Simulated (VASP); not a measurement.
# In (C2/m) in VASP: single point with PBE+D3(BJ)

Aim: the single point of In with PBE+D3(BJ).

Program: VASP 6.6.1. These are calculated values, not measurements. Logs are shortened: lines on timing, memory, paths and dates and some standing lists are left out, and cuts for length are marked.

### 1 The cell of the first run

The structure is monoclinic, space group C2/m (No. 12). Conventional cell: a = 5.461 Å, b = 3.153 Å, c = 3.355 Å, α = 90.00°, β = 120.23°, γ = 90.00°. Within 4.1 Å of In (site symmetry 2/m) lie 12 In at 3.15 to 3.46 Å.

### 2 Single point, PBE+D3(BJ)

Contents of INCAR:

```
  PREC = Accurate
  ENCUT = 520
  EDIFF = 1E-6
  ISMEAR = 0
  SIGMA = 0.1
  LREAL = False
  LASPH = True
  NELM = 80
  ALGO = Fast
  ISIF = 2
  LWAVE = False
  LCHARG = False
  GGA = PE
  IVDW = 12
  NBANDS = 26
```

Contents of KPOINTS:

```
regular mesh
0
Gamma
  9 9 12
```

Contents of POSCAR:

```
In
1.0
    5.4608710443     -0.0003401586     -0.0463125342
   -2.7307301081      4.7290829718     -0.0463125342
   -0.8198481193     -1.4200185972      2.9268142606
In
3
Direct
    0.3333333333      0.6666666667      0.0000000000
    0.0000000000      0.0000000000      0.0000000000
    0.6666666667      0.3333333333      0.0000000000
```

Potentials or basis: VASP PAW PBE potentials, release 64 (In_d).

The run is started by

```bash
$ cat potpaw_PBE.64/In_d/POTCAR > POTCAR
$ mpirun -np 1 vasp_std > vasp.out
```

OUTCAR:

```text
PREC = Accurate
   ENCUT = 520
   EDIFF = 1E-6
   ISMEAR = 0
   LREAL = False
   LASPH = True
   NELM = 80
   ISIF = 2
   GGA = PE
   IVDW = 12
 IVDW          = 12

 ion  position               nearest neighbor table
   1  0.333  0.667  0.000-   3 3.15   3 3.15   2 3.15   2 3.15   2 3.15   3 3.15   3 3.46   3 3.46
                             2 3.46   2 3.46
   2  0.000  0.000  0.000-   1 3.15   3 3.15   1 3.15   3 3.15   3 3.15   1 3.15   3 3.46   1 3.46
                             3 3.46   1 3.46
   3  0.667  0.333  0.000-   1 3.15   1 3.15   2 3.15   2 3.15   2 3.15   1 3.15   1 3.46   1 3.46
                             2 3.46   2 3.46

  LATTYP: Found a base centered monoclinic cell.
 ALAT       =     5.4610674349
 B/A-ratio  =     1.7320508076
 C/A-ratio  =     0.6143165688
 COS(beta)  =    -0.5034845083

  Lattice vectors:

 A1 = (   5.4608710443,  -0.0003401586,  -0.0463125342)
 A2 = (  -2.7307301081,   4.7290829718,  -0.0463125342)
 A3 = (  -0.8198481193,  -1.4200185972,   2.9268142606)

Analysis of symmetry for initial positions (statically):
=====================================================================
 Subroutine PRICEL returns following result:

  LATTYP: Found a base centered monoclinic cell.
 ALAT       =     5.4610674349
 B/A-ratio  =     0.5773502691
 C/A-ratio  =     0.6143165688
 COS(beta)  =    -0.5034845083

  Lattice vectors:

 A1 = (   2.7303373263,   1.5761342185,  -0.0463125342)
 A2 = (  -0.0001963909,   3.1526085952,  -0.0463125342)
 A3 = (  -0.8198481193,  -1.4200185972,   2.9268142606)

   3 primitive cells build up your supercell.

 Routine SETGRP: Setting up the symmetry group for a
 base centered monoclinic supercell.

 Subroutine GETGRP returns: Found  4 space group operations
 (whereof  4 operations were pure point group operations)
 out of a pool of  4 trial point group operations.

The static configuration has the point symmetry C_2h.

Analysis of symmetry for dynamics (positions and initial velocities):
=====================================================================
 Subroutine PRICEL returns following result:

  LATTYP: Found a base centered monoclinic cell.
 ALAT       =     5.4610674349
 B/A-ratio  =     0.5773502691
 C/A-ratio  =     0.6143165688
 COS(beta)  =    -0.5034845083

  Lattice vectors:

 A1 = (   2.7303373263,   1.5761342185,  -0.0463125342)
 A2 = (  -0.0001963909,   3.1526085952,  -0.0463125342)
 A3 = (  -0.8198481193,  -1.4200185972,   2.9268142606)

   3 primitive cells build up your supercell.

 Routine SETGRP: Setting up the symmetry group for a
 base centered monoclinic supercell.

 Subroutine GETGRP returns: Found  4 space group operations
 (whereof  4 operations were pure point group operations)
 out of a pool of  4 trial point group operations.

The dynamic configuration has the point symmetry C_2h.

 Subroutine INISYM returns: Found  4 space group operations
 (whereof  4 operations are pure point group operations),
 and found     3 'primitive' translations

----------------------------------------------------------------------------------------

                                     Primitive cell

  volume of cell :      24.9546

  direct lattice vectors                    reciprocal lattice vectors
     2.730337326  1.576134219 -0.046312534     0.367120525  0.001544568  0.103585797
    -0.000196391  3.152608595 -0.046312534    -0.182222627  0.318707985  0.103585797
    -0.819848119 -1.420018597  2.926814261     0.002925737  0.005067526  0.344946605

  length of vectors
     3.152948753  3.152948754  3.354824209     0.381457577  0.381457577  0.344996232

  position of ions in fractional coordinates (direct lattice)
     1.000000000  0.000000000  0.000000000

  ion indices of the primitive-cell ions
   primitive index   ion index
                 1           1

----------------------------------------------------------------------------------------

 KPOINTS: regular mesh

Automatic generation of k-mesh.
 Grid dimensions read from file:
 generate k-points for:    9    9   12

 Generating k-lattice:

  Cartesian coordinates                     Fractional coordinates (reciprocal lattice)
     0.020445127  0.011918412  0.011509533     0.111111111 -0.000000000 -0.000000000
     0.000099084  0.023665205  0.011509533    -0.000000000  0.111111111  0.000000000
     0.000243811  0.000422294  0.028745550     0.000000000 -0.000000000  0.083333333

  Length of vectors
     0.026315796  0.026315796  0.028749686

  Shift w.r.t. Gamma in fractional coordinates (k-lattice)
     0.000000000  0.000000000  0.000000000

 Subroutine IBZKPT returns following result:
 ===========================================

 Found    275 irreducible k-points:

 Following reciprocal coordinates:
            Coordinates               Weight
  0.000000  0.000000  0.000000      1.000000
  0.111111  0.000000  0.000000      4.000000
  0.222222 -0.000000 -0.000000      4.000000
  0.333333 -0.000000 -0.000000      4.000000
  0.444444 -0.000000 -0.000000      4.000000
  0.111111  0.111111  0.000000      2.000000
[... 16 lines left out ...]
 -0.333333  0.333333  0.000000      2.000000
  0.444444  0.444444  0.000000      2.000000
 [... further k-points ...]
   k-points           NKPTS =    275   k-points in BZ     NKDIM =    275   number of bands    NBANDS=     26
   number of dos      NEDOS =    301   number of ions     NIONS =      3
   total plane-waves  NPLWV =  49392
   dimension x,y,z NGX =    42 NGY =   42 NGZ =   28
   dimension x,y,z NGXF=    84 NGYF=   84 NGZF=   56
   ions per type =               3
   NGX,Y,Z   is equivalent  to a cutoff of  12.79, 12.79, 13.88 a.u.
   NGXF,Y,Z  is equivalent  to a cutoff of  25.57, 25.57, 27.75 a.u.
 SYSTEM =  unknown system
   PREC   = accura    normal or accurate (medium, high low for compatibility)
   ISTART =      0    job   : 0-new  1-cont  2-samecut
   ICHARG =      2    charge: 1-file 2-atom 10-const
   ISPIN  =      1    spin polarized calculation?
   LNONCOLLINEAR =      F non collinear calculations
   LSORBIT =      F    spin-orbit coupling
   LASPH  =      T    aspherical Exc in radial PAW
   ENCUT  =  520.0 eV  38.22 Ry    6.18 a.u.  10.15 10.15  6.24*2*pi/ulx,y,z
   NELM   =     80;   NELMIN=  2; NELMDL= -5     # of ELM steps
   EDIFF  = 0.1E-05   stopping-criterion for ELM
   LREAL  =      F    real-space projection
   EDIFFG = 0.1E-04   stopping-criterion for IOM
   NSW    =      0    number of steps for IOM
   IBRION =     -1    ionic relax: 0-MD 1-quasi-New 2-CG
   NFREE  =      0    steps in history (QN), initial steepest desc. (CG)
   ISIF   =      2    stress and relaxation
   ISYM   =      2    0-nonsym 1-usesym 2-fastsym
   POTIM  = 0.5000    time-step for ionic-motion
   TEBEG  =    0.0;   TEEND  =   0.0 temperature during run
   PSTRESS=    0.0 pullay stress
   NELECT =      39.0000    total number of electrons
   NUPDOWN=      -1.0000    fix difference up-down
   EMIN   =  10.00;   EMAX   =-10.00  energy-range for DOS
   EFERMI =   0.00;   METHOD = LEGACY
   ISMEAR =     0;   SIGMA  =   0.10  broadening in eV -4-tet -1-fermi 0-gaus
   EFERMI_NEDOS =   21; number of points for ismear=-14 and -15
   IALGO  =     68    algorithm
   IMIX   =      4    mixing-type and parameters
     AMIX     =   0.40;   BMIX     =  1.00
     AMIX_MAG =   1.60;   BMIX_MAG =  1.00
  volume/ion in A,a.u.               =      24.95       168.40
  Fermi-wavevector in a.u.,A,eV,Ry     =   1.317263  2.489267 23.608591  1.735183
  Thomas-Fermi vector in A             =   2.447317
   LORBIT       =      0    0 simple, 1 ext, 2 COOP (PROOUT), +10 PAW based schemes
   GGA     = PE    functional components
   LHFCALC =     F    Hartree Fock is set to
   AEXX    =    0.0000 exact exchange contribution
   IVDW    =    12    specifies the selected vdW correction
   LEPSILON=     F    determine dielectric tensor
   LRPA    =     F    only Hartree local field effects (RPA)
 non-spin polarized calculation
 RMM-DIIS sequential band-by-band and
 Gauss-broadening in eV      SIGMA  =   0.10
  energy-cutoff  :      520.00
  volume of cell :       74.86
 maximum number of plane-waves:      2036
 NGX is ok and might be reduce to    42
   NGX = 21   NGY = 21   NGZ = 13

 number of electron      39.0000013 magnetization

 Free energy of the ion-electron system (eV)
  ---------------------------------------------------
  ext. energy  EPLUGINS =         0.00000000
  ---------------------------------------------------
  free energy    TOTEN  =        -7.52185230 eV

  energy without entropy =       -7.51725371  energy(sigma->0) =       -7.51955301

 E-fermi :   8.1257     XC(G=0): -10.4703

 val. band max:        8.1243907854   @ k =  -0.1111   0.0000   0.2500
 cond. band min:       8.1264695428   @ k =  -0.3333  -0.4444   0.3333
 fundamental gap:      0.0020787574
 Fermi energy:         8.1256914146

 k-point     1 :       0.0000    0.0000    0.0000
  band No.  band energies     occupation
      1      -6.7463      2.00000
      2      -6.6913      2.00000
      3      -6.6913      2.00000
      4      -6.6289      2.00000
      5      -6.6182      2.00000
      6      -6.5069      2.00000
[... 18 lines left out ...]
     25      16.1511      0.00000
     26      16.5435      0.00000

 k-point     2 :       0.1111    0.0000    0.0000
  band No.  band energies     occupation
      1      -6.7375      2.00000
      2      -6.7076      2.00000
      3      -6.6690      2.00000
      4      -6.6259      2.00000
      5      -6.6069      2.00000
      6      -6.5770      2.00000
[... 18 lines left out ...]
     25      15.8602      0.00000
     26      16.3870      0.00000

 k-point     3 :       0.2222   -0.0000   -0.0000
  band No.  band energies     occupation
      1      -6.7192      2.00000
      2      -6.7149      2.00000
      3      -6.6644      2.00000
      4      -6.6492      2.00000
      5      -6.6306      2.00000
      6      -6.6266      2.00000
[... 18 lines left out ...]
     25      15.2558      0.00000
     26      16.4418      0.00000

 k-point     4 :       0.3333   -0.0000   -0.0000
  band No.  band energies     occupation
      1      -6.7473      2.00000
      2      -6.7187      2.00000
      3      -6.7100      2.00000
      4      -6.6488      2.00000
      5      -6.6421      2.00000
      6      -6.6269      2.00000
[... 18 lines left out ...]
     25      14.7333      0.00000
     26      15.6404      0.00000

 k-point     5 :       0.4444   -0.0000   -0.0000
  band No.  band energies     occupation
      1      -6.7952      2.00000
      2      -6.7202      2.00000
      3      -6.7150      2.00000
      4      -6.6548      2.00000
      5      -6.6302      2.00000
      6      -6.6197      2.00000
[... 18 lines left out ...]
     25      15.7963      0.00000
     26      15.9869      0.00000

 k-point     6 :       0.1111    0.1111    0.0000
  band No.  band energies     occupation
      1      -6.7343      2.00000
      2      -6.6788      2.00000
      3      -6.6788      2.00000
      4      -6.6154      2.00000
      5      -6.6154      2.00000
      6      -6.6120      2.00000
[... 427 lines left out ...]
 k-point    21 :       0.4444    0.3333   -0.0000
  band No.  band energies     occupation
      1      -6.8852      2.00000
      2      -6.7390      2.00000
      3      -6.7312      2.00000
      4      -6.7251      2.00000
      5      -6.6188      2.00000
      6      -6.6160      2.00000
[... 18 lines left out ...]
     25      15.7601      0.00000
     26      16.1989      0.00000

 k-point    22 :      -0.4444    0.3333    0.0000
  band No.  band energies     occupation
      1      -6.8887      2.00000
      2      -6.7577      2.00000
      3      -6.6921      2.00000
      4      -6.6906      2.00000
      5      -6.6292      2.00000
      6      -6.5988      2.00000
[... 18 lines left out ...]
     25      15.5441      0.00000
     26      16.0496      0.00000

 k-point    23 :      -0.3333    0.3333    0.0000
  band No.  band energies     occupation
      1      -6.8668      2.00000
      2      -6.7586      2.00000
      3      -6.6633      2.00000
      4      -6.6618      2.00000
      5      -6.6548      2.00000
      6      -6.5923      2.00000
[... 18 lines left out ...]
     25      15.5275      0.00000
     26      15.6420      0.00000

 k-point    24 :       0.4444    0.4444    0.0000
  band No.  band energies     occupation
      1      -6.9131      2.00000
      2      -6.7652      2.00000
      3      -6.6979      2.00000
      4      -6.6979      2.00000
      5      -6.6058      2.00000
      6      -6.6058      2.00000
[... 18 lines left out ...]
     25      14.5904      0.00000
     26      15.4899      0.00000

 [... further k-points ...]

------------------------ aborting loop because EDIFF is reached ----------------------------------------

 Edisp (eV)   -1.06686

 E8    (eV) :    -0.5332

  FORCE on cell =-STRESS in cart. coord.  units (eV):
  Direction    XX          YY          ZZ          XY          YZ          ZX
  --------------------------------------------------------------------------------------
  -------------------------------------------------------------------------------------
  Total       1.81684     1.79598    -0.03001    -0.01806    -0.02529    -0.01460
  in kB      38.88260    38.43619    -0.64219    -0.38660    -0.54132    -0.31253
  external pressure =       25.56 kB  Pullay stress =        0.00 kB

 VOLUME and BASIS-vectors are now :
 -----------------------------------------------------------------------------
  energy-cutoff  :      520.00
  volume of cell :       74.86
      direct lattice vectors                 reciprocal lattice vectors
     5.460871044 -0.000340159 -0.046312534     0.184006141  0.107265707  0.103585797
    -2.730730108  4.729082972 -0.046312534     0.000891757  0.212986846  0.103585797
    -0.819848119 -1.420018597  2.926814261     0.002925737  0.005067526  0.344946605

 POSITION                                       TOTAL-FORCE (eV/Angst)
 -----------------------------------------------------------------------------------
     -0.00020      3.15261     -0.04631         0.000000     -0.000000      0.000000
      0.00000      0.00000      0.00000        -0.000000      0.000000     -0.000000
      2.73034      1.57613     -0.04631         0.000000      0.000000      0.000000
 -----------------------------------------------------------------------------------
    total drift:                               -0.000000      0.000000      0.000000

  FREE ENERGIE OF THE ION-ELECTRON SYSTEM (eV)
  ---------------------------------------------------
  free  energy   TOTEN  =        -8.5887080555 eV

  energy  without entropy=       -8.5841094628  energy(sigma->0) =       -8.58640876
```

Wall time 21 min (1 thread of Intel Xeon 8259CL, shared host); peak memory 0.52 GiB.

Results:

```yaml
Free_energy: -8.5887 eV
Pressure: 2.6 GPa
Band_gap_on_the_k_mesh: zero (an odd number of electrons rules out a gap without spin polarisation)
Dispersion_energy_per_atom: -0.356 eV
```

Levels at points of the mesh, in eV from the Fermi level:
```
           k point  band 16  band 17  band 18  band 19  band 20  band 21  band 22  band 23
(0.00, 0.00, 0.00)    -9.95    -2.64    -2.64    -0.46    -0.46    -0.39    -0.39     5.83
(0.00, 0.00, 0.50)    -5.68    -4.00    -2.14    -2.14    -1.32    -1.32     1.58     1.58
```

Caveat: spin-orbit coupling is left out, which moves the levels of the heavy elements.
